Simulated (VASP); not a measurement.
# Sb (Pm-3m) in VASP: a series of runs, part 2 of 2

VASP 6.6.1.

## (3) Single point, r2SCAN

This run uses another cell than the first one, of 29.03 Å³/atom, 1.045 times its volume.

File POSCAR:

```
Sb
1.0
    3.0733806909      0.0000000000      0.0000000000
    0.0000000000      3.0733806909      0.0000000000
    0.0000000000      0.0000000000      3.0733806909
Sb
1
Direct
    0.0000000000      0.0000000000      0.0000000000
```

File INCAR.step1:

```
SYSTEM = Sb
PREC = Accurate ; ENCUT = 520
ISMEAR = -1 ; SIGMA = 0.05
LREAL = .False. ; LASPH = .True.
NELM = 100 ; NBANDS = 8
GGA = PE ; ALGO = Normal
EDIFF = 1E-4 ; LWAVE = .True.
LCHARG = .False.
```

File INCAR.step2:

```
SYSTEM = Sb
PREC = Accurate ; ENCUT = 520
EDIFF = 1E-7 ; ISMEAR = -1
SIGMA = 0.05 ; LREAL = .False.
LASPH = .True. ; NELM = 100
ALGO = Normal ; ISIF = 2
LWAVE = .False. ; LCHARG = .False.
METAGGA = R2SCAN ; LMIXTAU = .True.
NBANDS = 8 ; ISTART = 1
```

File KPOINTS:

```
Automatic mesh
0
Gamma
  9 9 9
  0 0 0
```

Potentials or basis: VASP PAW PBE potentials, release 64 (Sb).

Started as:

```
> cat potpaw_PBE.64/Sb/POTCAR > POTCAR
> cp INCAR.step1 INCAR
> mpirun -np 1 vasp_std > vasp.out
> cp INCAR.step2 INCAR
> mpirun -np 1 vasp_std > vasp.out
```

OUTCAR:

```text
SYSTEM = Sb
   PREC = Accurate
   ENCUT = 520
   EDIFF = 1E-7
   ISMEAR = -1
   LREAL = .False.
   LASPH = .True.
   NELM = 100
   ISIF = 2
   METAGGA = R2SCAN
   ISTART = 1

 ion  position               nearest neighbor table
   1  0.000  0.000  0.000-

  LATTYP: Found a simple cubic cell.
 ALAT       =     3.0733806909

  Lattice vectors:

 A1 = (   3.0733806909,   0.0000000000,   0.0000000000)
 A2 = (   0.0000000000,   3.0733806909,   0.0000000000)
 A3 = (   0.0000000000,   0.0000000000,   3.0733806909)

Analysis of symmetry for initial positions (statically):
=====================================================================
 Subroutine PRICEL returns:
 Original cell was already a primitive cell.

 Routine SETGRP: Setting up the symmetry group for a
 simple cubic supercell.

 Subroutine GETGRP returns: Found 48 space group operations
 (whereof 48 operations were pure point group operations)
 out of a pool of 48 trial point group operations.

The static configuration has the point symmetry O_h .

Analysis of symmetry for dynamics (positions and initial velocities):
=====================================================================
 Subroutine PRICEL returns:
 Original cell was already a primitive cell.

 Routine SETGRP: Setting up the symmetry group for a
 simple cubic supercell.

 Subroutine GETGRP returns: Found 48 space group operations
 (whereof 48 operations were pure point group operations)
 out of a pool of 48 trial point group operations.

The dynamic configuration has the point symmetry O_h .

 Subroutine INISYM returns: Found 48 space group operations
 (whereof 48 operations are pure point group operations),
 and found     1 'primitive' translations

----------------------------------------------------------------------------------------

                                     Primitive cell

  volume of cell :      29.0301

  direct lattice vectors                    reciprocal lattice vectors
     3.073380691  0.000000000  0.000000000     0.325374596  0.000000000  0.000000000
     0.000000000  3.073380691  0.000000000     0.000000000  0.325374596  0.000000000
     0.000000000  0.000000000  3.073380691     0.000000000  0.000000000  0.325374596

  length of vectors
     3.073380691  3.073380691  3.073380691     0.325374596  0.325374596  0.325374596

  position of ions in fractional coordinates (direct lattice)
     0.000000000  0.000000000  0.000000000

  ion indices of the primitive-cell ions
   primitive index   ion index
                 1           1

----------------------------------------------------------------------------------------

 KPOINTS: Automatic mesh

Automatic generation of k-mesh.
 Grid dimensions read from file:
 generate k-points for:    9    9    9

 Generating k-lattice:

  Cartesian coordinates                     Fractional coordinates (reciprocal lattice)
     0.036152733  0.000000000  0.000000000     0.111111111  0.000000000  0.000000000
     0.000000000  0.036152733  0.000000000     0.000000000  0.111111111  0.000000000
     0.000000000  0.000000000  0.036152733     0.000000000  0.000000000  0.111111111

  Length of vectors
     0.036152733  0.036152733  0.036152733

  Shift w.r.t. Gamma in fractional coordinates (k-lattice)
     0.000000000  0.000000000  0.000000000

 Subroutine IBZKPT returns following result:
 ===========================================

 Found     35 irreducible k-points:

 Following reciprocal coordinates:
            Coordinates               Weight
  0.000000  0.000000  0.000000      1.000000
  0.111111  0.000000  0.000000      6.000000
  0.222222  0.000000  0.000000      6.000000
  0.333333  0.000000  0.000000      6.000000
  0.444444  0.000000  0.000000      6.000000
  0.111111  0.111111  0.000000     12.000000
[... 16 lines left out ...]
  0.333333  0.333333  0.111111     24.000000
  0.444444  0.333333  0.111111     48.000000
 [... further k-points ...]
   k-points           NKPTS =     35   k-points in BZ     NKDIM =     35   number of bands    NBANDS=      8
   number of dos      NEDOS =    301   number of ions     NIONS =      1
   total plane-waves  NPLWV =  13824
   dimension x,y,z NGX =    24 NGY =   24 NGZ =   24
   dimension x,y,z NGXF=    48 NGYF=   48 NGZF=   48
   ions per type =               1
   NGX,Y,Z   is equivalent  to a cutoff of  12.98, 12.98, 12.98 a.u.
   NGXF,Y,Z  is equivalent  to a cutoff of  25.96, 25.96, 25.96 a.u.
 SYSTEM =  Sb
   PREC   = accura    normal or accurate (medium, high low for compatibility)
   ISTART =      1    job   : 0-new  1-cont  2-samecut
   ICHARG =      0    charge: 1-file 2-atom 10-const
   ISPIN  =      1    spin polarized calculation?
   LNONCOLLINEAR =      F non collinear calculations
   LSORBIT =      F    spin-orbit coupling
   LASPH  =      T    aspherical Exc in radial PAW
   ENCUT  =  520.0 eV  38.22 Ry    6.18 a.u.   5.71  5.71  5.71*2*pi/ulx,y,z
   NELM   =    100;   NELMIN=  2; NELMDL=  0     # of ELM steps
   EDIFF  = 0.1E-06   stopping-criterion for ELM
   LREAL  =      F    real-space projection
   EDIFFG = 0.1E-05   stopping-criterion for IOM
   NSW    =      0    number of steps for IOM
   IBRION =     -1    ionic relax: 0-MD 1-quasi-New 2-CG
   NFREE  =      0    steps in history (QN), initial steepest desc. (CG)
   ISIF   =      2    stress and relaxation
   ISYM   =      2    0-nonsym 1-usesym 2-fastsym
   POTIM  = 0.5000    time-step for ionic-motion
   TEBEG  =    0.0;   TEEND  =   0.0 temperature during run
   PSTRESS=    0.0 pullay stress
   NELECT =       5.0000    total number of electrons
   NUPDOWN=      -1.0000    fix difference up-down
   EMIN   =  10.00;   EMAX   =-10.00  energy-range for DOS
   EFERMI =   0.00;   METHOD = LEGACY
   ISMEAR =    -1;   SIGMA  =   0.05  broadening in eV -4-tet -1-fermi 0-gaus
   EFERMI_NEDOS =   21; number of points for ismear=-14 and -15
   IALGO  =     38    algorithm
   IMIX   =      4    mixing-type and parameters
     AMIX     =   0.40;   BMIX     =  1.00
     AMIX_MAG =   1.60;   BMIX_MAG =  1.00
  volume/ion in A,a.u.               =      29.03       195.91
  Fermi-wavevector in a.u.,A,eV,Ry     =   0.910853  1.721263 11.288126  0.829654
  Thomas-Fermi vector in A             =   2.035064
   LORBIT       =      0    0 simple, 1 ext, 2 COOP (PROOUT), +10 PAW based schemes
   METAGGA = R2SCAN    functional components
   LHFCALC =     F    Hartree Fock is set to
   AEXX    =    0.0000 exact exchange contribution
   IVDW    =     0    specifies the selected vdW correction
   LEPSILON=     F    determine dielectric tensor
   LRPA    =     F    only Hartree local field effects (RPA)
 non-spin polarized calculation
  energy-cutoff  :      520.00
  volume of cell :       29.03
 maximum number of plane-waves:       800
 NGX is ok and might be reduce to    24
   NGX = 11   NGY = 11   NGZ = 11

 number of electron       5.0000000 magnetization

 Free energy of the ion-electron system (eV)
  ---------------------------------------------------
  ext. energy  EPLUGINS =         0.00000000
  ---------------------------------------------------
  free energy    TOTEN  =       -25.63980606 eV

  energy without entropy =      -25.63457343  energy(sigma->0) =      -25.63718975

 E-fermi :   7.5919     XC(G=0): -10.2395

 val. band max:        7.5197963414   @ k =   0.3333   0.2222   0.0000
 cond. band min:       7.6906189792   @ k =   0.3333   0.2222   0.1111
 fundamental gap:      0.1708226378
 Fermi energy:         7.5918546254

 k-point     1 :       0.0000    0.0000    0.0000
  band No.  band energies     occupation
      1      -5.7979      2.00000
      2      10.9141      0.00000
      3      10.9141      0.00000
      4      10.9141      0.00000
      5      14.6720      0.00000
      6      14.6720      0.00000
      7      16.7340      0.00000
      8      25.9976      0.00000
[... 243 lines left out ...]
 k-point    24 :       0.4444    0.3333    0.1111
  band No.  band energies     occupation
      1      -1.3902      2.00000
      2       3.2199      2.00000
      3       5.7615      2.00000
      4      11.7186      0.00000
      5      12.7930      0.00000
      6      17.9628      0.00000
      7      19.9461      0.00000
      8      21.5875      0.00000

 [... further k-points ...]

------------------------ aborting loop because EDIFF is reached ----------------------------------------

  FORCE on cell =-STRESS in cart. coord.  units (eV):
  Direction    XX          YY          ZZ          XY          YZ          ZX
  --------------------------------------------------------------------------------------
  -------------------------------------------------------------------------------------
  Total        0.0715033      0.0715033      0.0715033     -0.0000000      0.0000000      0.0000000
  in kB        3.9462775      3.9462775      3.9462775     -0.0000000      0.0000000      0.0000000
  external PRESSURE =       3.9462775 kB  Pullay stress =       0.0000000 kB

 VOLUME and BASIS-vectors are now :
 -----------------------------------------------------------------------------
  energy-cutoff  :      520.00
  volume of cell :       29.03
      direct lattice vectors                 reciprocal lattice vectors
     3.073380691  0.000000000  0.000000000     0.325374596  0.000000000  0.000000000
     0.000000000  3.073380691  0.000000000     0.000000000  0.325374596  0.000000000
     0.000000000  0.000000000  3.073380691     0.000000000  0.000000000  0.325374596

 POSITION                                       TOTAL-FORCE (eV/Angst)
 -----------------------------------------------------------------------------------
      0.00000      0.00000      0.00000         0.000000      0.000000      0.000000
 -----------------------------------------------------------------------------------
    total drift:                               -0.000000      0.000000     -0.000000

  FREE ENERGIE OF THE ION-ELECTRON SYSTEM (eV)
  ---------------------------------------------------
  free  energy   TOTEN  =       -25.6398060649 eV

  energy  without entropy=      -25.6345734286  energy(sigma->0) =      -25.63718975
```

OUTCAR.step1:

```text
SYSTEM = Sb
   PREC = Accurate
   ENCUT = 520
   ISMEAR = -1
   LREAL = .False.
   LASPH = .True.
[... 481 lines left out ...]
 -----------------------------------------------------------------------------------
      0.00000      0.00000      0.00000         0.000000      0.000000      0.000000
 -----------------------------------------------------------------------------------
    total drift:                                0.000000      0.000000      0.000000

  FREE ENERGIE OF THE ION-ELECTRON SYSTEM (eV)
  ---------------------------------------------------
  free  energy   TOTEN  =        -4.0890064611 eV

  energy  without entropy=       -4.0832686059  energy(sigma->0) =       -4.08613753
```

OSZICAR.step1:

```text
N       E                     dE             d eps       ncg     rms          rms(c)
DAV:   1     0.631144208640E+01    0.63114E+01   -0.17108E+03   568   0.419E+02
DAV:   2    -0.396218022435E+01   -0.10274E+02   -0.99308E+01   784   0.551E+01
DAV:   3    -0.408487837591E+01   -0.12270E+00   -0.12266E+00   688   0.699E+00
DAV:   4    -0.408530945426E+01   -0.43108E-03   -0.43108E-03   864   0.472E-01
DAV:   5    -0.408531161360E+01   -0.21593E-05   -0.21591E-05   704   0.206E-02    0.203E+00
DAV:   6    -0.408748199322E+01   -0.21704E-02   -0.66221E-04   752   0.184E-01    0.121E+00
DAV:   7    -0.408896113955E+01   -0.14791E-02   -0.16566E-03   608   0.284E-01    0.743E-02
DAV:   8    -0.408900646107E+01   -0.45322E-04   -0.57211E-05   736   0.534E-02
   1 F= -.40890065E+01 E0= -.40861375E+01  d E =-.573786E-02
```

It took 13 s on 1 thread of Intel Xeon Platinum 8488C (Sapphire Rapids), shared host; peak memory 0.14 GiB.

Results:

```
Free energy : -25.6398 eV
Pressure    : 0.4 GPa
```

Levels at points of the mesh, in eV from the Fermi level:
| k point | band 1 | band 2 | band 3 | band 4 | band 5 | band 6 | band 7 |
| --- | --- | --- | --- | --- | --- | --- | --- |
| (0.00, 0.00, 0.00) | -13.39 | 3.32 | 3.32 | 3.32 | 7.08 | 7.08 | 9.14 |

Caveat: the PAW data sets were made with another functional, which shifts forces and pressure a little; spin-orbit coupling is left out, which moves the levels of the heavy elements.

## (4) Single point, r2SCAN

This run uses another cell than the first one, of 30.29 Å³/atom, 1.091 times its volume.

File POSCAR:

```
Sb
1.0
    3.1172920620      0.0000000000      0.0000000000
    0.0000000000      3.1172920620      0.0000000000
    0.0000000000      0.0000000000      3.1172920620
Sb
1
Direct
    0.0000000000      0.0000000000      0.0000000000
```

File INCAR.step1:

```
PREC = Accurate ; ENCUT = 520
ISMEAR = -1 ; SIGMA = 0.05
LREAL = F ; LASPH = T
NELM = 100 ; NBANDS = 8
GGA = PE ; ALGO = Normal
EDIFF = 1E-4 ; LWAVE = T
LCHARG = F
```

File INCAR.step2:

```
PREC = Accurate ; ENCUT = 520
EDIFF = 1E-6 ; ISMEAR = -1
SIGMA = 0.05 ; LREAL = F
LASPH = T ; NELM = 100
ALGO = Normal ; ISIF = 2
LWAVE = F ; LCHARG = T
METAGGA = R2SCAN ; LMIXTAU = T
LELF = T ; LVHAR = T
NBANDS = 8 ; ISTART = 1
```

File KPOINTS:

```
Automatic mesh
0
Gamma
  9 9 9
```

Started as:

```
> cat potpaw_PBE.64/Sb/POTCAR > POTCAR
> cp INCAR.step1 INCAR
> mpirun -np 1 vasp_std > vasp.out
> cp INCAR.step2 INCAR
> mpirun -np 1 vasp_std > vasp.out
```

It took 12 s on 1 thread of Intel Xeon Platinum 8488C (Sapphire Rapids), shared host; peak memory 0.14 GiB.

The run converged. Its results:

```yaml
Free_energy: -25.6333 eV
Pressure: -1.9 GPa
```

Levels at points of the mesh, in eV from the Fermi level:
| k point | band 1 | band 2 | band 3 | band 4 | band 5 | band 6 |
| --- | --- | --- | --- | --- | --- | --- |
| (0.00, 0.00, 0.00) | -13.01 | 3.24 | 3.24 | 3.24 | 7.08 | 7.08 |

Caveat: the PAW data sets were made with another functional, which shifts forces and pressure a little; spin-orbit coupling is left out, which moves the levels of the heavy elements.

## (5) Single point, r2SCAN

This run uses another cell than the first one, of 31.55 Å³/atom, 1.136 times its volume.

File POSCAR:

```
Sb
1.0
    3.1600000000      0.0000000000      0.0000000000
    0.0000000000      3.1600000000      0.0000000000
    0.0000000000      0.0000000000      3.1600000000
Sb
1
Direct
    0.0000000000      0.0000000000      0.0000000000
```

INCAR.step1 is that of step 4.

File INCAR.step2:

```
PREC = Accurate ; ENCUT = 520
EDIFF = 1E-7 ; ISMEAR = -1
SIGMA = 0.05 ; LREAL = F
LASPH = T ; NELM = 100
ALGO = Normal ; ISIF = 2
LWAVE = F ; LCHARG = F
METAGGA = R2SCAN ; LMIXTAU = T
NBANDS = 8 ; ISTART = 1
```

KPOINTS is that of step 4.

Started as:

```
> cat potpaw_PBE.64/Sb/POTCAR > POTCAR
> cp INCAR.step1 INCAR
> mpirun -np 1 vasp_std > vasp.out
> cp INCAR.step2 INCAR
> mpirun -np 1 vasp_std > vasp.out
```

It took 14 s on 1 thread of Intel Xeon Platinum 8488C (Sapphire Rapids), shared host; peak memory 0.14 GiB.

The run converged. Its results:

| Quantity | Value |
| --- | --- |
| Free energy | -25.6108 eV |
| Pressure | -3.7 GPa |

Levels at points of the mesh, in eV from the Fermi level:
```csv
k point,band 1,band 2,band 3,band 4,band 5
"(0.00, 0.00, 0.00)",-12.66,3.17,3.17,3.17,7.08
```

Caveat: the PAW data sets were made with another functional, which shifts forces and pressure a little; spin-orbit coupling is left out, which moves the levels of the heavy elements.

## (6) Single point, r2SCAN

This run uses another cell than the first one, of 32.82 Å³/atom, 1.182 times its volume.

File POSCAR:

```
Sb
1.0
    3.2015837161      0.0000000000      0.0000000000
    0.0000000000      3.2015837161      0.0000000000
    0.0000000000      0.0000000000      3.2015837161
Sb
1
Direct
    0.0000000000      0.0000000000      0.0000000000
```

File INCAR.step1:

```
PREC     = Accurate       # precision mode
ENCUT    = 520            # plane-wave cutoff, eV
ISMEAR   = -1             # smearing method
SIGMA    = 0.05           # smearing width, eV
LREAL    = False          # projectors in reciprocal space
LASPH    = True           # aspherical terms in the spheres
NELM     = 60             # most SCF steps
NBANDS   = 8              # bands
GGA      = PE             # functional
ALGO     = Normal         # electronic algorithm
EDIFF    = 1E-4           # SCF threshold, eV
LWAVE    = True           # write WAVECAR
LCHARG   = False          # write CHGCAR
```

File INCAR.step2:

```
PREC     = Accurate       # precision mode
ENCUT    = 520            # plane-wave cutoff, eV
EDIFF    = 1E-6           # SCF threshold, eV
ISMEAR   = -1             # smearing method
SIGMA    = 0.05           # smearing width, eV
LREAL    = False          # projectors in reciprocal space
LASPH    = True           # aspherical terms in the spheres
NELM     = 60             # most SCF steps
ALGO     = Normal         # electronic algorithm
ISIF     = 2              # what is computed and relaxed
LWAVE    = False          # write WAVECAR
LCHARG   = False          # write CHGCAR
METAGGA  = R2SCAN         # meta-GGA
LMIXTAU  = True         
NBANDS   = 8              # bands
ISTART   = 1
```

KPOINTS is that of step 5.

Potentials or basis: VASP PAW PBE potentials, release 64 (Sb).

Started as:

```
> cat potpaw_PBE.64/Sb/POTCAR > POTCAR
> cp INCAR.step1 INCAR
> mpirun -np 1 vasp_std > vasp.out
> cp INCAR.step2 INCAR
> mpirun -np 1 vasp_std > vasp.out
```

It took 11 s on 1 thread of Intel Xeon Platinum 8488C (Sapphire Rapids), shared host; peak memory 0.14 GiB.

It converged, with:

* Free energy: -25.5754 eV
* Pressure: -5.2 GPa

Levels at points of the mesh, in eV from the Fermi level:
| k point | band 1 | band 2 | band 3 | band 4 | band 5 |
| --- | --- | --- | --- | --- | --- |
| (0.00, 0.00, 0.00) | -12.34 | 3.10 | 3.10 | 3.10 | 7.09 |

Caveat: the PAW data sets were made with another functional, which shifts forces and pressure a little; spin-orbit coupling is left out, which moves the levels of the heavy elements.

## (7) Overview

| cell | gap on the mesh (eV) | pressure (GPa) |
| --- | --- | --- |
| a = 3.028 Å, 1 atom | none | 3.5 |
| a = 3.073 Å, 1 atom | none | 0.4 |
| a = 3.117 Å, 1 atom | none | -1.9 |
| a = 3.160 Å, 1 atom | none | -3.7 |
| a = 3.202 Å, 1 atom | none | -5.2 |

Alike in all rows: task single point; level r2SCAN; potentials or basis VASP PAW PBE potentials, release 64 (Sb); no spin polarisation; k mesh 9 × 9 × 9; cutoff (eV) 520; smearing fermi-dirac 0.05 eV.

Caveats: the PAW data sets were made with another functional, which shifts forces and pressure a little; spin-orbit coupling is left out, which moves the levels of the heavy elements.

Total energies depend on the potentials used, so only differences within one code and one set of settings carry meaning.
